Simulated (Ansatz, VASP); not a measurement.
# One calculation of Sc3PIr4, two programs

```
Sc P Ir
1.0
     3.22169    0.00000    0.00000
     0.00000    3.22169    0.00000
     0.00000    0.00000   12.39351
Sc P Ir
3 1 4
Direct
  0.00000 0.00000 0.24007
  0.00000 0.00000 0.50000
  0.00000 0.00000 0.75993
  0.00000 0.00000 0.00000
  0.50000 0.50000 0.11184
  0.50000 0.50000 0.36987
  0.50000 0.50000 0.63013
  0.50000 0.50000 0.88816
```

Change from the starting cell: species swapped into the Ca4Cd3Au type (P4/mmm, No. 123).

Alike in both runs: functional PBE; k mesh 10 × 10 × 4; occupations gaussian, width 0.1 eV; no spin polarisation.

Ansatz relaxed the structure, and its values are those at the end. VASP's run is a single point on that final structure, the one shown.

|  | VASP | Ansatz |
| --- | --- | --- |
| version | VASP 6.6.1 | Ansatz 0.2.0 |
| potentials or method | VASP PAW PBE potentials, release 64 (Sc_sv, P, Ir), cutoff 520 eV | scalar-relativistic, plane waves, PAW |
| valence electrons in the cell | 74 | 106 |

```csv
,VASP,Ansatz,Ansatz less VASP
gap on the k mesh at the Fermi level (eV),none,none,-
pressure (GPa),0.3,0.0,-0.31
```

A gap of «none» marks a metal or a gap that the smearing closes. The functional is the same, so the differences come from potentials, cutoffs and numerics. VASP's potentials hold 74 valence electrons a cell and Ansatz's 106, so a difference there can come from the potentials and not from the codes.

Spin-orbit coupling is off throughout.
